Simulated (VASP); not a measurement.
Runs of VASP 6.6.1 on Pb. The structure is that of space group Fm-3m (No. 225), or close to it. The cells are those of the table. 

| level | spin | fixed moment (μB) | cell | k mesh | cutoff (eV) | smearing | k mesh for the DOS | occupations for the DOS | grid for exact exchange (PRECFOCK) | share of exact exchange | screening parameter | gap on the mesh (eV) | pressure (GPa) | moment (μB) |
| --- | --- | --- | --- | --- | --- | --- | --- | --- | --- | --- | --- | --- | --- | --- |
| pbe exchange, lyp correlation | collinear, zero start | 0.0 | a = 3.523 Å, angles 60.0°, 1 atom | 9 × 9 × 9 | 500 | tetrahedron | - | - | - | - | - | - | (b) | 0.00 |
| RPBE+D3(BJ) | non-collinear, zero start, SOC | - | a = 3.569 Å, angles 60.0°, 1 atom | 7 × 7 × 7 | 520 | methfessel-paxton 0.01 eV | - | - | - | - | - | - | -16.9 | 0.00 |
| RPBE+D4 | collinear | - | a = 3.500 Å, angles 60.0°, 1 atom | 9 × 9 × 9 | 520 | fermi-dirac 0.025 eV | 14 × 14 × 14 | tetrahedron | - | - | - | - | - | 0.00 |
| PBEsol-based screened hybrid with 25 % exact exchange | off | - | a = 3.523 Å, angles 60.0°, 1 atom | 5 × 5 × 5 | 520 | fermi-dirac 0.05 eV | - | - | Normal | 0.25 | 0.207 1/Å | none | -2.3 | - |
| HSE06 | off | - | a = 3.500 Å, angles 60.0°, 1 atom | 6 × 6 × 6 | 520 | fermi-dirac 0.05 eV | - | - | Normal | 0.25 | 0.2079 1/Å | none | 2.0 | - |
| PBEsol-based screened hybrid with 25 % exact exchange | off | - | a = 3.500 Å, angles 60.0°, 1 atom | 5 × 5 × 5 | 520 | fermi-dirac 0.05 eV | - | - | Normal | 0.25 | 0.207 1/Å | none | (a) | - |
| PBE | non-collinear, zero start, SOC | - | a = 3.500 Å, angles 60.0°, 1 atom | 7 × 7 × 7 | 500 | methfessel-paxton 0.05 eV | - | - | - | - | - | - | 2.8 | 0.00 |
| RPBE+D3(BJ) | non-collinear, zero start, SOC | - | a = 3.429 Å, angles 60.0°, 1 atom | 7 × 7 × 7 | 520 | methfessel-paxton 0.01 eV | - | - | - | - | - | - | -14.7 | 0.00 |

Alike in all rows: task single point; potentials or basis VASP PAW PBE potentials, release 64 (Pb_d).

Problem. Fill in the values left out.

Solution. (a) -1.5; (b) 5.2.

Caveats: some runs use coarse meshes; the PAW data sets were made with another functional, which shifts forces and pressure a little (at least some runs); spin-orbit coupling is left out, which moves the levels of the heavy elements (at least some runs); the cell stands under tension (at least some runs); the cell stands under pressure (at least some runs); the total moment is fixed, so each spin has its own Fermi level (at least some runs); tetrahedron occupations give inexact forces and stress in metals (at least some runs).

A k mesh can miss the band edges, and rows without SOC leave out spin-orbit coupling on Pb.

A gap of «none» marks levels without a gap at the run's occupations.
